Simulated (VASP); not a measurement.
A run of VASP 6.6.1 is set up as follows.

File INCAR:

```
PREC = Accurate
ENCUT = 600
EDIFF = 1E-6
ISMEAR = 0
SIGMA = 0.1
LREAL = False
LASPH = True
NELM = 60
ALGO = Normal
ISIF = 3
LWAVE = False
LCHARG = False
GGA = PS
IBRION = 2
NSW = 80
EDIFFG = -0.05
```

Contents of KPOINTS:

```
regular mesh
0
Gamma
  10 10 10
```

The input POSCAR:

```
Cr
1.0
   -1.4588660070      1.4588660070      1.4588660070
    1.4588660070     -1.4588660070      1.4588660070
    1.4588660070      1.4588660070     -1.4588660070
Cr
1
Direct
    0.0000000000      0.0000000000      0.0000000000
```

Potentials or basis: VASP PAW PBE potentials, release 64 (Cr_pv).

Command:

```console
$ cat potpaw_PBE.64/Cr_pv/POTCAR > POTCAR
$ mpirun -np 1 vasp_std > vasp.out
```

Problem. What does it give for the relaxed cell?

Solution. a = 2.438 Å, b = 2.438 Å, c = 2.438 Å, α = 109.47°, β = 109.47°, γ = 109.47°.

Problem. Predict the space group after relaxing (to 0.05 Å).

Solution. Im-3m (No. 229).

Problem. Estimate the band gap on the k mesh.

Solution. Zero (band 6 reaches 13.90 eV, above the bottom of band 7 at 10.36 eV).

Problem. Estimate the relaxed volume.

Solution. 11.15 Å³/atom.

The path:
```
step  energy change (eV)  largest force (eV/Å)  pressure (GPa)  volume (Å³)
   1              0.0000                0.0000          -24.26        12.42
   2              0.2410                0.0000           71.72         9.34
   3             -0.1067                0.0000           -1.64        11.21
   4             -0.1070                0.0000           -0.41        11.15
```

Caveat: the PAW data sets were made with another functional, which shifts forces and pressure a little; the run has no spin polarisation, though such a crystal can be magnetic. Spin polarisation is off, so any magnetic state and its effect on volume and gap are missing.
